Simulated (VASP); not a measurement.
Input of a VASP 6.6.1 run:

The input INCAR:

```
PREC = Accurate ; ENCUT = 600
EDIFF = 1E-7 ; ISMEAR = 0
SIGMA = 0.1 ; LREAL = False
LASPH = True ; NELM = 80
ALGO = Normal ; ISIF = 3
LWAVE = False ; LCHARG = False
GGA = PE ; IBRION = 2
NSW = 100 ; EDIFFG = -0.01
```

Contents of KPOINTS:

```
Automatic mesh
0
Gamma
  12 12 8
```

Contents of POSCAR:

```
NaInSe
1.0
    4.1533339578      0.0000000000      0.0000000000
    0.0000000000      4.1533339578      0.0000000000
    0.0000000000      0.0000000000      5.5692739962
Na In Se
1 1 1
Direct
    0.0000000000      0.0000000000      0.5000000000
    0.5000000000      0.5000000000      0.0000000000
    0.5000000000      0.5000000000      0.5000000000
```

Potentials or basis: VASP PAW PBE potentials, release 64 (Na_pv, In_d, Se).

Command:

```bash
$ cat potpaw_PBE.64/Na_pv/POTCAR potpaw_PBE.64/In_d/POTCAR potpaw_PBE.64/Se/POTCAR > POTCAR
$ mpirun -np 1 vasp_std > vasp.out
```

What does it give for the band gap on the k mesh?

Zero (bands 13 and 14 overlap by 0.85 eV).

What does it give for the space group after relaxing (to 0.1 Å)?

P4/mmm (No. 123).

Predict the relaxed cell.

a = 4.144 Å, b = 4.144 Å, c = 5.540 Å, α = 90.00°, β = 90.00°, γ = 90.00°.

Estimate the relaxed volume.

31.71 Å³/atom.

The path:
| step | energy change (eV) | largest force (eV/Å) | pressure (GPa) | volume (Å³) |
| --- | --- | --- | --- | --- |
| 1 | 0.0000 | 0.0000 | -0.26 | 96.07 |
| 2 | -0.0009 | 0.0000 | -0.06 | 95.36 |
| 3 | -0.0009 | 0.0000 | -0.04 | 95.26 |
| 4 | -0.0009 | 0.0000 | -0.03 | 95.24 |
| 5 | -0.0010 | 0.0000 | -0.01 | 95.13 |

Caveat: spin-orbit coupling is left out, which moves the levels of the heavy elements.
